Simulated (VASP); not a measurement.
**SiC (m.b): single point with PBE**

SiC (m.b):

```
Si C
1.0
     0.00000    2.18986    2.18986
     2.18986    0.00000    2.18986
     2.18986    2.18986    0.00000
Si C
1 1
Direct
  0.00000 0.00000 0.00000
  0.25000 0.25000 0.25000
```

* Program: VASP 6.6.1
* Task: single point
* Functional: PBE
* Potentials or basis: VASP PAW PBE potentials, release 64 (Si, C)
* Cutoff: 600 eV
* k mesh: 10 × 10 × 10
* Occupations: gaussian, width 0.02 eV
* Spin: no spin polarisation

- Pressure: -0.2 GPa
- Band gap on the k mesh: 1.37 eV, indirect (least direct gap 4.53 eV)

Levels at points of the mesh, in eV from the valence-band top:
```
           k point  band 2  band 3  band 4  band 5  band 6  band 7
(0.00, 0.00, 0.00)    0.00    0.00    0.00    6.06    7.21    7.21
(0.50, 0.00, 0.00)   -8.45   -1.05   -1.05    5.30    7.17    7.17
(0.50, 0.50, 0.00)   -7.75   -3.16   -3.16    1.37    4.27   13.86
```

It took 9.5 s on 1 thread of Intel(R) Xeon(R) Platinum 8559C (Emerald Rapids) (shared host), peak memory 0.15 GiB.

A k mesh can miss the band edges. A hybrid or GW would open this gap; PBE tends to underestimate it.
